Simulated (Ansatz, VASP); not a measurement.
# Two plane-wave programs on MgO

```
CELL_PARAMETERS angstrom
3.55300 0.00000 0.00000
-1.77650 3.07699 0.00000
0.00000 0.00000 3.98500
ATOMIC_POSITIONS crystal
Mg 0.66667 0.33333 0.75000
Mg 0.33333 0.66667 0.25000
O 0.66667 0.33333 0.25000
O 0.33333 0.66667 0.75000
```

Alike in both runs: task single point; functional PBEsol; k mesh 9 × 9 × 6; occupations gaussian, width 0.05 eV; no spin polarisation.

```csv
,VASP,Ansatz
version,VASP 6.6.1,Ansatz 0.2.0
potentials or method,"VASP PAW PBE potentials, release 64 (Mg, O), cutoff 520 eV","scalar-relativistic, plane waves, PAW"
valence electrons in the cell,16,32
```

```csv
,VASP,Ansatz,Ansatz less VASP
gap on the k mesh at the Fermi level (eV),3.43,3.44,+0.009
least direct gap on the mesh (eV),3.43,3.44,+0.009
pressure (GPa),3.8,4.3,+0.46
"traceless stress, the component that is largest in VASP (GPa)",10.18,10.14,-0.040
```

VASP's potentials were made for PBE, not for PBEsol, and Ansatz warns of the same on its side. VASP's potentials hold 16 valence electrons a cell and Ansatz's 32, so a difference there can come from the potentials and not from the codes.
